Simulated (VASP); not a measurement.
# Sn2Ir (Fm-3m) in VASP: single point with LDA

Aim: the single point of Sn2Ir with LDA.

Program: VASP 6.6.1. These are calculated values, not measurements. Logs are shortened: lines on timing, memory, paths and dates and some standing lists are left out, and cuts for length are marked.

## (1) The cell of the first run

Symmetry: Fm-3m, No. 225, cubic system. Conventional cell: a = 6.264 Å, b = 6.264 Å, c = 6.264 Å, α = 90.00°, β = 90.00°, γ = 90.00°. Sn (site symmetry -43m) has 4 Ir at 2.71 Å and 6 Sn at 3.13 Å within 3.6 Å. Within 3.6 Å of Ir (site symmetry m-3m) lie 8 Sn at 2.71 Å.

## (2) Single point, LDA (20.48 Å³/atom)

Contents of INCAR:

```
PREC = Accurate
ENCUT = 520
EDIFF = 1E-6
ISMEAR = -1
SIGMA = 0.15
LREAL = False
LASPH = True
NELM = 60
ALGO = Normal
ISIF = 2
LWAVE = False
LCHARG = False
NBANDS = 26
```

Contents of KPOINTS:

```
Automatic mesh
0
Gamma
  12 12 12
```

Contents of POSCAR:

```
Sn2Ir
1.0
    0.0000000000      3.1317655241      3.1317655241
    3.1317655241      0.0000000000      3.1317655241
    3.1317655241      3.1317655241      0.0000000000
Sn Ir
2 1
Direct
    0.2500000000      0.2500000000      0.2500000000
    0.7500000000      0.7500000000      0.7500000000
    0.0000000000      0.0000000000      0.0000000000
```

Potentials or basis: VASP PAW LDA potentials, release 64 (Sn_d, Ir).

The run is started by

```
$ cat potpaw_LDA.64/Sn_d/POTCAR potpaw_LDA.64/Ir/POTCAR > POTCAR
$ mpirun -np 1 vasp_std > vasp.out
```

OUTCAR:

```text
PREC = Accurate
   ENCUT = 520
   EDIFF = 1E-6
   ISMEAR = -1
   LREAL = False
   LASPH = True
   NELM = 60
   ISIF = 2

 ion  position               nearest neighbor table
   1  0.250  0.250  0.250-   3 2.71   3 2.71   3 2.71   3 2.71   2 3.13   2 3.13   2 3.13   2 3.13
                             2 3.13   2 3.13
   2  0.750  0.750  0.750-   3 2.71   3 2.71   3 2.71   3 2.71   1 3.13   1 3.13   1 3.13   1 3.13
                             1 3.13   1 3.13
   3  0.000  0.000  0.000-   2 2.71   2 2.71   2 2.71   1 2.71   1 2.71   1 2.71   2 2.71   1 2.71

  LATTYP: Found a face centered cubic cell.
 ALAT       =     6.2635310482

  Lattice vectors:

 A1 = (   0.0000000000,   3.1317655241,   3.1317655241)
 A2 = (   3.1317655241,   0.0000000000,   3.1317655241)
 A3 = (   3.1317655241,   3.1317655241,   0.0000000000)

Analysis of symmetry for initial positions (statically):
=====================================================================
 Subroutine PRICEL returns:
 Original cell was already a primitive cell.

 Routine SETGRP: Setting up the symmetry group for a
 face centered cubic supercell.

 Subroutine GETGRP returns: Found 48 space group operations
 (whereof 48 operations were pure point group operations)
 out of a pool of 48 trial point group operations.

The static configuration has the point symmetry O_h .

Analysis of symmetry for dynamics (positions and initial velocities):
=====================================================================
 Subroutine PRICEL returns:
 Original cell was already a primitive cell.

 Routine SETGRP: Setting up the symmetry group for a
 face centered cubic supercell.

 Subroutine GETGRP returns: Found 48 space group operations
 (whereof 48 operations were pure point group operations)
 out of a pool of 48 trial point group operations.

The dynamic configuration has the point symmetry O_h .

 Subroutine INISYM returns: Found 48 space group operations
 (whereof 48 operations are pure point group operations),
 and found     1 'primitive' translations

----------------------------------------------------------------------------------------

                                     Primitive cell

  volume of cell :      61.4324

  direct lattice vectors                    reciprocal lattice vectors
     0.000000000  3.131765524  3.131765524    -0.159654353  0.159654353  0.159654353
     3.131765524  0.000000000  3.131765524     0.159654353 -0.159654353  0.159654353
     3.131765524  3.131765524  0.000000000     0.159654353  0.159654353 -0.159654353

  length of vectors
     4.428985278  4.428985278  4.428985278     0.276529452  0.276529452  0.276529452

  position of ions in fractional coordinates (direct lattice)
     0.250000000  0.250000000  0.250000000
     0.750000000  0.750000000  0.750000000
     0.000000000  0.000000000  0.000000000

  ion indices of the primitive-cell ions
   primitive index   ion index
                 1           1
                 2           2
                 3           3

----------------------------------------------------------------------------------------

 KPOINTS: Automatic mesh

Automatic generation of k-mesh.
 Grid dimensions read from file:
 generate k-points for:   12   12   12

 Generating k-lattice:

  Cartesian coordinates                     Fractional coordinates (reciprocal lattice)
    -0.013304529  0.013304529  0.013304529     0.083333333  0.000000000  0.000000000
     0.013304529 -0.013304529  0.013304529     0.000000000  0.083333333  0.000000000
     0.013304529  0.013304529 -0.013304529     0.000000000  0.000000000  0.083333333

  Length of vectors
     0.023044121  0.023044121  0.023044121

  Shift w.r.t. Gamma in fractional coordinates (k-lattice)
     0.000000000  0.000000000  0.000000000

 Subroutine IBZKPT returns following result:
 ===========================================

 Found     72 irreducible k-points:

 Following reciprocal coordinates:
            Coordinates               Weight
  0.000000  0.000000  0.000000      1.000000
  0.083333  0.000000  0.000000      8.000000
  0.166667  0.000000  0.000000      8.000000
  0.250000  0.000000  0.000000      8.000000
  0.333333  0.000000  0.000000      8.000000
  0.416667  0.000000  0.000000      8.000000
[... 16 lines left out ...]
  0.500000  0.166667  0.000000     24.000000
 -0.416667  0.166667  0.000000     24.000000
 [... further k-points ...]
   k-points           NKPTS =     72   k-points in BZ     NKDIM =     72   number of bands    NBANDS=     26
   number of dos      NEDOS =    301   number of ions     NIONS =      3
   total plane-waves  NPLWV =  46656
   dimension x,y,z NGX =    36 NGY =   36 NGZ =   36
   dimension x,y,z NGXF=    72 NGYF=   72 NGZF=   72
   ions per type =               2   1
   NGX,Y,Z   is equivalent  to a cutoff of  13.51, 13.51, 13.51 a.u.
   NGXF,Y,Z  is equivalent  to a cutoff of  27.03, 27.03, 27.03 a.u.
 SYSTEM =  unknown system
   PREC   = accura    normal or accurate (medium, high low for compatibility)
   ISTART =      0    job   : 0-new  1-cont  2-samecut
   ICHARG =      2    charge: 1-file 2-atom 10-const
   ISPIN  =      1    spin polarized calculation?
   LNONCOLLINEAR =      F non collinear calculations
   LSORBIT =      F    spin-orbit coupling
   LASPH  =      T    aspherical Exc in radial PAW
   ENCUT  =  520.0 eV  38.22 Ry    6.18 a.u.   8.23  8.23  8.23*2*pi/ulx,y,z
   NELM   =     60;   NELMIN=  2; NELMDL= -5     # of ELM steps
   EDIFF  = 0.1E-05   stopping-criterion for ELM
   LREAL  =      F    real-space projection
   EDIFFG = 0.1E-04   stopping-criterion for IOM
   NSW    =      0    number of steps for IOM
   IBRION =     -1    ionic relax: 0-MD 1-quasi-New 2-CG
   NFREE  =      0    steps in history (QN), initial steepest desc. (CG)
   ISIF   =      2    stress and relaxation
   ISYM   =      2    0-nonsym 1-usesym 2-fastsym
   POTIM  = 0.5000    time-step for ionic-motion
   TEBEG  =    0.0;   TEEND  =   0.0 temperature during run
   PSTRESS=    0.0 pullay stress
   NELECT =      37.0000    total number of electrons
   NUPDOWN=      -1.0000    fix difference up-down
   EMIN   =  10.00;   EMAX   =-10.00  energy-range for DOS
   EFERMI =   0.00;   METHOD = LEGACY
   ISMEAR =    -1;   SIGMA  =   0.15  broadening in eV -4-tet -1-fermi 0-gaus
   EFERMI_NEDOS =   21; number of points for ismear=-14 and -15
   IALGO  =     38    algorithm
   IMIX   =      4    mixing-type and parameters
     AMIX     =   0.40;   BMIX     =  1.00
     AMIX_MAG =   1.60;   BMIX_MAG =  1.00
  volume/ion in A,a.u.               =      20.48       138.19
  Fermi-wavevector in a.u.,A,eV,Ry     =   1.382535  2.612613 26.006221  1.911403
  Thomas-Fermi vector in A             =   2.507217
   LORBIT       =      0    0 simple, 1 ext, 2 COOP (PROOUT), +10 PAW based schemes
   GGA     = CA    functional components
   LHFCALC =     F    Hartree Fock is set to
   AEXX    =    0.0000 exact exchange contribution
   IVDW    =     0    specifies the selected vdW correction
   LEPSILON=     F    determine dielectric tensor
   LRPA    =     F    only Hartree local field effects (RPA)
 non-spin polarized calculation
  energy-cutoff  :      520.00
  volume of cell :       61.43
 maximum number of plane-waves:      1676
 NGX is ok and might be reduce to    36
   NGX = 17   NGY = 17   NGZ = 17

 number of electron      36.9999994 magnetization

 Free energy of the ion-electron system (eV)
  ---------------------------------------------------
  ext. energy  EPLUGINS =         0.00000000
  ---------------------------------------------------
  free energy    TOTEN  =       -20.28201309 eV

  energy without entropy =      -20.19086051  energy(sigma->0) =      -20.23643680

 E-fermi :   9.3268     XC(G=0): -11.7832

 val. band max:        9.3182786409   @ k =   0.2500   0.1667   0.0833
 cond. band min:       9.3479566474   @ k =   0.4167   0.2500   0.0833
 fundamental gap:      0.0296780065
 Fermi energy:         9.3267779498

 k-point     1 :       0.0000    0.0000    0.0000
  band No.  band energies     occupation
      1     -12.1994      2.00000
      2     -12.1994      2.00000
      3     -12.0667      2.00000
      4     -12.0667      2.00000
      5     -12.0667      2.00000
      6     -11.8835      2.00000
[... 18 lines left out ...]
     25      13.9381      0.00000
     26      13.9381      0.00000

 k-point     2 :       0.0833    0.0000    0.0000
  band No.  band energies     occupation
      1     -12.1916      2.00000
      2     -12.1916      2.00000
      3     -12.0662      2.00000
      4     -12.0635      2.00000
      5     -12.0635      2.00000
      6     -11.8865      2.00000
[... 18 lines left out ...]
     25      14.3723      0.00000
     26      14.3723      0.00000

 k-point     3 :       0.1667    0.0000    0.0000
  band No.  band energies     occupation
      1     -12.1686      2.00000
      2     -12.1686      2.00000
      3     -12.0631      2.00000
      4     -12.0541      2.00000
      5     -12.0541      2.00000
      6     -11.8951      2.00000
[... 18 lines left out ...]
     25      15.1753      0.00000
     26      15.1753      0.00000

 k-point     4 :       0.2500    0.0000    0.0000
  band No.  band energies     occupation
      1     -12.1322      2.00000
      2     -12.1322      2.00000
      3     -12.0548      2.00000
      4     -12.0392      2.00000
      5     -12.0392      2.00000
      6     -11.9089      2.00000
[... 18 lines left out ...]
     25      16.0835      0.00000
     26      16.0835      0.00000
[... 496 lines left out ...]
      1     -12.1219      2.00000
      2     -12.0615      2.00000
      3     -11.9963      2.00000
      4     -11.9959      2.00000
      5     -11.9933      2.00000
      6     -11.9586      2.00000
[... 18 lines left out ...]
     25      18.7160      0.00000
     26      18.8148      0.00000

 k-point    23 :       0.5000    0.1667    0.0000
  band No.  band energies     occupation
      1     -12.0756      2.00000
      2     -12.0402      2.00000
      3     -12.0058      2.00000
      4     -11.9837      2.00000
      5     -11.9788      2.00000
      6     -11.9685      2.00000
[... 18 lines left out ...]
     25      18.6878      0.00000
     26      18.9304      0.00000

 k-point    24 :      -0.4167    0.1667    0.0000
  band No.  band energies     occupation
      1     -12.0547      2.00000
      2     -12.0223      2.00000
      3     -12.0179      2.00000
      4     -12.0042      2.00000
      5     -11.9909      2.00000
      6     -11.9526      2.00000
[... 18 lines left out ...]
     25      17.5341      0.00000
     26      18.1819      0.00000

 [... further k-points ...]

------------------------ aborting loop because EDIFF is reached ----------------------------------------

  FORCE on cell =-STRESS in cart. coord.  units (eV):
  Direction    XX          YY          ZZ          XY          YZ          ZX
  --------------------------------------------------------------------------------------
  -------------------------------------------------------------------------------------
  Total        1.2350433      1.2350433      1.2350433      0.0000000      0.0000000      0.0000000
  in kB       32.2103204     32.2103204     32.2103204      0.0000000      0.0000000      0.0000000
  external PRESSURE =      32.2103204 kB  Pullay stress =       0.0000000 kB

 VOLUME and BASIS-vectors are now :
 -----------------------------------------------------------------------------
  energy-cutoff  :      520.00
  volume of cell :       61.43
      direct lattice vectors                 reciprocal lattice vectors
     0.000000000  3.131765524  3.131765524    -0.159654353  0.159654353  0.159654353
     3.131765524  0.000000000  3.131765524     0.159654353 -0.159654353  0.159654353
     3.131765524  3.131765524  0.000000000     0.159654353  0.159654353 -0.159654353

 POSITION                                       TOTAL-FORCE (eV/Angst)
 -----------------------------------------------------------------------------------
      1.56588      1.56588      1.56588         0.000000      0.000000      0.000000
      4.69765      4.69765      4.69765        -0.000000     -0.000000     -0.000000
      0.00000      0.00000      0.00000        -0.000000     -0.000000     -0.000000
 -----------------------------------------------------------------------------------
    total drift:                                0.000000      0.000000      0.000000

  FREE ENERGIE OF THE ION-ELECTRON SYSTEM (eV)
  ---------------------------------------------------
  free  energy   TOTEN  =       -20.2820130910 eV

  energy  without entropy=      -20.1908605143  energy(sigma->0) =      -20.23643680
```

Run time: 81 s. Hardware: 1 thread of Intel Xeon Platinum 8375C at 2.90GHz (Ice Lake), shared host; peak memory 0.24 GiB.

What came out:

* Free energy: -20.2820 eV
* Pressure: 3.2 GPa
* Band gap on the k mesh: zero (an odd number of electrons rules out a gap without spin polarisation)

Caveat: the cell stands under pressure; spin-orbit coupling is left out, which moves the levels of the heavy elements.
